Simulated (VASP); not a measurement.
# BP2 (P4_222) in VASP: single point with PBE

Aim: the single point of BP2 with PBE.

Program: VASP 6.6.1. These are calculated values, not measurements. Logs are shortened: lines on timing, memory, paths and dates and some standing lists are left out, and cuts for length are marked.

## 1. The cell of the first run

It takes space group P4_222 (No. 93, tetragonal). Conventional cell: a = 4.353 Å, b = 4.353 Å, c = 4.610 Å, α = 90.00°, β = 90.00°, γ = 90.00°. Within 2.6 Å of B (site symmetry 222) lie 4 P at 1.98 Å. P (site symmetry 2) has 2 B at 1.98 Å and 1 P at 2.17 Å within 2.6 Å.

## 2. Single point, PBE

File INCAR:

```
ALGO = Normal ; EDIFF = 1E-7
ENCUT = 520 ; GGA = PE
ISIF = 2 ; ISMEAR = 0
LASPH = True ; LCHARG = False
LREAL = False ; LWAVE = False
NBANDS = 22 ; NELM = 80
PREC = Accurate ; SIGMA = 0.1
```

File KPOINTS:

```
k-points
0
Gamma
  4 4 4
```

File POSCAR:

```
BP2
1.0
    4.3534799222      0.0000000000      0.0000000000
    0.0000000000      4.3534799222      0.0000000000
    0.0000000000      0.0000000000      4.6099728891
B P
2 4
Direct
    0.5000000000      0.0000000000      0.0226826666
    0.0000000000      0.5000000000      0.5226826666
    0.1762748920      0.1762815950      0.2726740381
    0.8237251080      0.8237184050      0.2726740381
    0.8237184050      0.1762748920      0.7726740381
    0.1762815950      0.8237251080      0.7726740381
```

Potentials or basis: VASP PAW PBE potentials, release 64 (B, P).

The run is started by

```console
cat potpaw_PBE.64/B/POTCAR potpaw_PBE.64/P/POTCAR > POTCAR
mpirun -np 1 vasp_std > vasp.out
```

OUTCAR:

```text
EDIFF = 1E-7
   ENCUT = 520
   GGA = PE
   ISIF = 2
   ISMEAR = 0
   LASPH = True
   LREAL = False
   NELM = 80
   PREC = Accurate

 ion  position               nearest neighbor table
   1  0.500  0.000  0.023-   3 1.98   4 1.98   5 1.98   6 1.98
   2  0.000  0.500  0.523-   5 1.98   6 1.98   3 1.98   4 1.98
   3  0.176  0.176  0.273-   1 1.98   2 1.98   4 2.17   5 2.77   6 2.77   5 2.77   6 2.77
   4  0.824  0.824  0.273-   1 1.98   2 1.98   3 2.17   5 2.77   6 2.77   5 2.77   6 2.77
   5  0.824  0.176  0.773-   2 1.98   1 1.98   6 2.17   4 2.77   3 2.77   3 2.77   4 2.77
   6  0.176  0.824  0.773-   2 1.98   1 1.98   5 2.17   4 2.77   3 2.77   3 2.77   4 2.77

  LATTYP: Found a simple tetragonal cell.
 ALAT       =     4.3534799222
 C/A-ratio  =     1.0589167681

  Lattice vectors:

 A1 = (   4.3534799222,   0.0000000000,   0.0000000000)
 A2 = (   0.0000000000,   4.3534799222,   0.0000000000)
 A3 = (   0.0000000000,   0.0000000000,   4.6099728891)

Analysis of symmetry for initial positions (statically):
=====================================================================
 Subroutine PRICEL returns:
 Original cell was already a primitive cell.

 Routine SETGRP: Setting up the symmetry group for a
 simple tetragonal supercell.

 Subroutine GETGRP returns: Found  4 space group operations
 (whereof  2 operations were pure point group operations)
 out of a pool of 16 trial point group operations.

The static configuration has the point symmetry C_2 .
 The point group associated with its full space group is C_2 .

Analysis of symmetry for dynamics (positions and initial velocities):
=====================================================================
 Subroutine PRICEL returns:
 Original cell was already a primitive cell.

 Routine SETGRP: Setting up the symmetry group for a
 simple tetragonal supercell.

 Subroutine GETGRP returns: Found  4 space group operations
 (whereof  2 operations were pure point group operations)
 out of a pool of 16 trial point group operations.

The dynamic configuration has the point symmetry C_2 .
 The point group associated with its full space group is C_2 .

 Subroutine INISYM returns: Found  4 space group operations
 (whereof  2 operations are pure point group operations),
 and found     1 'primitive' translations

[... 95 lines left out ...]
   EDIFF  = 0.1E-06   stopping-criterion for ELM
   LREAL  =      F    real-space projection
   EDIFFG = 0.1E-05   stopping-criterion for IOM
   NSW    =      0    number of steps for IOM
   IBRION =     -1    ionic relax: 0-MD 1-quasi-New 2-CG
   NFREE  =      0    steps in history (QN), initial steepest desc. (CG)
   ISIF   =      2    stress and relaxation
   ISYM   =      2    0-nonsym 1-usesym 2-fastsym
   POTIM  = 0.5000    time-step for ionic-motion
   TEBEG  =    0.0;   TEEND  =   0.0 temperature during run
   PSTRESS=    0.0 pullay stress
   NELECT =      26.0000    total number of electrons
   NUPDOWN=      -1.0000    fix difference up-down
   EMIN   =  10.00;   EMAX   =-10.00  energy-range for DOS
   EFERMI =   0.00;   METHOD = LEGACY
   ISMEAR =     0;   SIGMA  =   0.10  broadening in eV -4-tet -1-fermi 0-gaus
   EFERMI_NEDOS =   21; number of points for ismear=-14 and -15
   IALGO  =     38    algorithm
   IMIX   =      4    mixing-type and parameters
     AMIX     =   0.40;   BMIX     =  1.00
     AMIX_MAG =   1.60;   BMIX_MAG =  1.00
  volume/ion in A,a.u.               =      14.56        98.27
  Fermi-wavevector in a.u.,A,eV,Ry     =   1.092971  2.065416 16.253335  1.194586
  Thomas-Fermi vector in A             =   2.229248
   LORBIT       =      0    0 simple, 1 ext, 2 COOP (PROOUT), +10 PAW based schemes
   GGA     = PE    functional components
   LHFCALC =     F    Hartree Fock is set to
   AEXX    =    0.0000 exact exchange contribution
   IVDW    =     0    specifies the selected vdW correction
   LEPSILON=     F    determine dielectric tensor
   LRPA    =     F    only Hartree local field effects (RPA)
 non-spin polarized calculation
 Gauss-broadening in eV      SIGMA  =   0.10
  energy-cutoff  :      520.00
  volume of cell :       87.37
 maximum number of plane-waves:      2384
   NGX = 17   NGY = 17   NGZ = 17

 number of electron      26.0000000 magnetization

 Free energy of the ion-electron system (eV)
  ---------------------------------------------------
  ext. energy  EPLUGINS =         0.00000000
  ---------------------------------------------------
  free energy    TOTEN  =       -32.55280097 eV

  energy without entropy =      -32.54690027  energy(sigma->0) =      -32.54985062

 E-fermi :   7.2862     XC(G=0): -10.2689

 val. band max:        7.2248898681   @ k =   0.0000   0.0000   0.0000
 cond. band min:       7.3196265768   @ k =   0.5000   0.0000   0.0000
 fundamental gap:      0.0947367087
 Fermi energy:         7.2861663516

 k-point     1 :       0.0000    0.0000    0.0000
  band No.  band energies     occupation
      1      -9.2358      2.00000
      2      -4.1496      2.00000
      3      -3.1941      2.00000
      4      -2.7987      2.00000
      5      -2.7987      2.00000
      6      -0.1333      2.00000
[... 439 lines left out ...]
     21      11.9160      0.00000
     22      11.9163      0.00000

------------------------ aborting loop because EDIFF is reached ----------------------------------------

  FORCE on cell =-STRESS in cart. coord.  units (eV):
  Direction    XX          YY          ZZ          XY          YZ          ZX
  --------------------------------------------------------------------------------------
  -------------------------------------------------------------------------------------
  Total       -0.0540360     -0.0540360     -0.0216932      0.0000000      0.0000000      0.0000000
  in kB       -0.9908827     -0.9908827     -0.3977979      0.0000000      0.0000000      0.0000000
  external PRESSURE =      -0.7931877 kB  Pullay stress =       0.0000000 kB

 VOLUME and BASIS-vectors are now :
 -----------------------------------------------------------------------------
  energy-cutoff  :      520.00
  volume of cell :       87.37
      direct lattice vectors                 reciprocal lattice vectors
     4.353479922  0.000000000  0.000000000     0.229701301  0.000000000  0.000000000
     0.000000000  4.353479922  0.000000000     0.000000000  0.229701301  0.000000000
     0.000000000  0.000000000  4.609972889     0.000000000  0.000000000  0.216921015

 POSITION                                       TOTAL-FORCE (eV/Angst)
 -----------------------------------------------------------------------------------
      2.17674      0.00000      0.10457         0.000000      0.000000     -0.000127
      0.00000      2.17674      2.40955         0.000000      0.000000     -0.000127
      0.76741      0.76744      1.25702        -0.067043     -0.067115      0.000064
      3.58607      3.58604      1.25702         0.067043      0.067115      0.000064
      3.58604      0.76741      3.56201         0.067115     -0.067043      0.000064
      0.76744      3.58607      3.56201        -0.067115      0.067043      0.000064
 -----------------------------------------------------------------------------------
    total drift:                                0.000000     -0.000000      0.000014

  FREE ENERGIE OF THE ION-ELECTRON SYSTEM (eV)
  ---------------------------------------------------
  free  energy   TOTEN  =       -32.5528009683 eV

  energy  without entropy=      -32.5469002688  energy(sigma->0) =      -32.54985062
```

OSZICAR:

```text
N       E                     dE             d eps       ncg     rms          rms(c)
DAV:   1     0.759588218804E+02    0.75959E+02   -0.11430E+04   792   0.103E+03
DAV:   2    -0.288340773954E+02   -0.10479E+03   -0.10047E+03  1034   0.176E+02
DAV:   3    -0.338335268970E+02   -0.49994E+01   -0.49406E+01  1074   0.366E+01
DAV:   4    -0.338955754069E+02   -0.62049E-01   -0.61965E-01   982   0.473E+00
DAV:   5    -0.338967756357E+02   -0.12002E-02   -0.11999E-02  1078   0.608E-01    0.121E+01
DAV:   6    -0.326861378034E+02    0.12106E+01   -0.20403E+00   926   0.676E+00    0.671E+00
DAV:   7    -0.325618494003E+02    0.12429E+00   -0.63184E-01  1050   0.370E+00    0.205E+00
DAV:   8    -0.325524405602E+02    0.94088E-02   -0.64594E-02   966   0.132E+00    0.417E-01
DAV:   9    -0.325526169973E+02   -0.17644E-03   -0.35592E-03  1022   0.349E-01    0.165E-01
DAV:  10    -0.325527646525E+02   -0.14766E-03   -0.48327E-04   976   0.118E-01    0.568E-02
DAV:  11    -0.325527968978E+02   -0.32245E-04   -0.77295E-05   970   0.520E-02    0.164E-02
DAV:  12    -0.325527985529E+02   -0.16551E-05   -0.99039E-06  1022   0.166E-02    0.947E-03
DAV:  13    -0.325528008168E+02   -0.22639E-05   -0.47180E-06   966   0.118E-02    0.338E-03
DAV:  14    -0.325528009393E+02   -0.12249E-06   -0.10338E-07   796   0.177E-03    0.112E-03
DAV:  15    -0.325528009683E+02   -0.29004E-07   -0.31874E-08   644   0.111E-03
   1 F= -.32552801E+02 E0= -.32549851E+02  d E =-.590070E-02
```

stdout:

```text
POSCAR found type information on POSCAR B P
 POSCAR found :  2 types and       6 ions
 scaLAPACK will be used
 LDA part: xc-table for (Slater+PW92), standard interpolation
 POSCAR, INCAR and KPOINTS ok, starting setup
 FFT: planning ... GRIDC
 FFT: planning ... GRID_SOFT
 FFT: planning ... GRID
 WAVECAR not read
 entering main loop
```

Run time: 13 s. Hardware: 1 thread of Intel Xeon 6975P-C (Granite Rapids), shared host; peak memory 0.18 GiB.

What came out:

| Item | Value |
| --- | --- |
| Free energy | -32.5528 eV |
| Pressure | -0.1 GPa |
| Largest force | 0.095 eV/Å |
| Band gap on the k mesh | zero (band 13 reaches 7.88 eV, above the bottom of band 14 at 7.07 eV) |

Forces in eV/Å, atoms in the order of the input:
```
B    0.000  0.000  0.000
B    0.000  0.000  0.000
P   -0.067 -0.067  0.000
P    0.067  0.067  0.000
P    0.067 -0.067  0.000
P   -0.067  0.067  0.000
```

Levels at points of the mesh, in eV from the Fermi level:
```tsv
k point	band 10	band 11	band 12	band 13	band 14	band 15	band 16	band 17
(0.00, 0.00, 0.00)	-4.64	-3.87	-1.20	-1.20	-0.06	1.18	1.18	2.02
(0.50, 0.00, 0.00)	-3.53	-2.77	-2.56	-1.84	0.03	1.04	1.25	2.60
(0.50, 0.50, 0.00)	-3.73	-3.73	-2.80	-1.78	1.48	2.64	3.27	3.27
(0.00, 0.00, 0.50)	-4.45	-1.82	-1.82	-1.77	0.41	0.97	2.26	2.26
(0.50, 0.00, 0.50)	-3.47	-3.19	-1.81	-0.45	-0.22	1.16	2.17	2.18
(0.50, 0.50, 0.50)	-3.15	-1.42	0.60	0.60	1.69	1.75	2.33	3.00
```

Caveat: the k points lie up to 0.36 Å⁻¹ apart.
